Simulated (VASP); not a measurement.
BiBrO, 6 atoms in the cell. Symmetry: P4/nmm, No. 129, tetragonal system. Conventional cell: a = 3.688 Å, b = 3.688 Å, c = 8.018 Å, α = 90.00°, β = 90.00°, γ = 90.00°. Within 3.1 Å of Bi (site symmetry 4mm) lie 4 O at 2.24 Å and 4 Br at 3.02 Å. Br (site symmetry 4mm) has 6 Bi at 3.02 to 4.06 Å and 4 O at 3.35 Å and 8 Br at 3.57 to 3.69 Å within 4.1 Å. O (site symmetry -4m2) has 4 Bi at 2.24 Å and 4 O at 2.61 Å within 3.0 Å. 

```yaml
Program: VASP 6.6.1
Task: single point
Functional: LDA
Potentials_or_basis: VASP PAW LDA potentials, release 64 (Bi_d, Br, O)
Cutoff: 520 eV
k_mesh: 8 × 8 × 4
Occupations: gaussian, width 0.05 eV
Spin: no spin polarisation
Dipole_correction: no
Further_INCAR_settings: ALGO = Normal; EDIFF = 1e-06; NBANDS = 37
```

Potentials or basis: VASP PAW LDA potentials, release 64 (Bi_d, Br, O).

Run with:

```bash
$ cat potpaw_LDA.64/Bi_d/POTCAR potpaw_LDA.64/Br/POTCAR potpaw_LDA.64/O/POTCAR > POTCAR
$ mpirun -np 1 vasp_std > vasp.out
```

Hardware: 1 thread of Intel(R) Xeon(R) 6975P-C (Granite Rapids), on a shared host.

**Question.** Estimate the wall time of this run.

**Answer.** Wall time 83 s on 1 thread of Intel(R) Xeon(R) 6975P-C (Granite Rapids) (shared host), peak memory 0.27 GiB. Counts: scf iterations 14, k points 45.
